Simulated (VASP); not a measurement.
A run of VASP 6.6.1 is set up as follows.

File INCAR:

```
  PREC = Accurate
  ENCUT = 600
  EDIFF = 1E-6
  ISMEAR = 0
  SIGMA = 0.1
  LREAL = F
  LASPH = T
  NELM = 100
  ALGO = Normal
  ISIF = 3
  LWAVE = F
  LCHARG = F
  GGA = PS
  IBRION = 2
  NSW = 80
  EDIFFG = -0.01
```

The input KPOINTS:

```
Automatic mesh
0
Gamma
  20 20 20
```

File POSCAR:

```
V
1.0
   -1.4825110323      1.4825110323      1.4825110323
    1.4825110323     -1.4825110323      1.4825110323
    1.4825110323      1.4825110323     -1.4825110323
V
1
Direct
    0.0000000000      0.0000000000      0.0000000000
```

Potentials or basis: VASP PAW PBE potentials, release 64 (V_sv).

Run with:

```bash
$ cat potpaw_PBE.64/V_sv/POTCAR > POTCAR
$ mpirun -np 1 vasp_std > vasp.out
```

**Question.** Predict the relaxed cell.

**Answer.** a = 2.563 Å, b = 2.563 Å, c = 2.563 Å, α = 109.47°, β = 109.47°, γ = 109.47°.

**Question.** Predict the relaxed volume.

**Answer.** 12.96 Å³/atom.

**Question.** What does it give for the space group after relaxing (to 0.05 Å)?

**Answer.** Im-3m (No. 229).

Step by step:
| step | energy change (eV) | largest force (eV/Å) | pressure (GPa) | volume (Å³) |
| --- | --- | --- | --- | --- |
| 1 | 0.0000 | 0.0000 | -1.08 | 13.03 |
| 2 | 0.0002 | 0.0000 | 1.54 | 12.87 |
| 3 | -0.0002 | 0.0000 | -0.03 | 12.96 |

Caveat: the PAW data sets were made with another functional, which shifts forces and pressure a little.
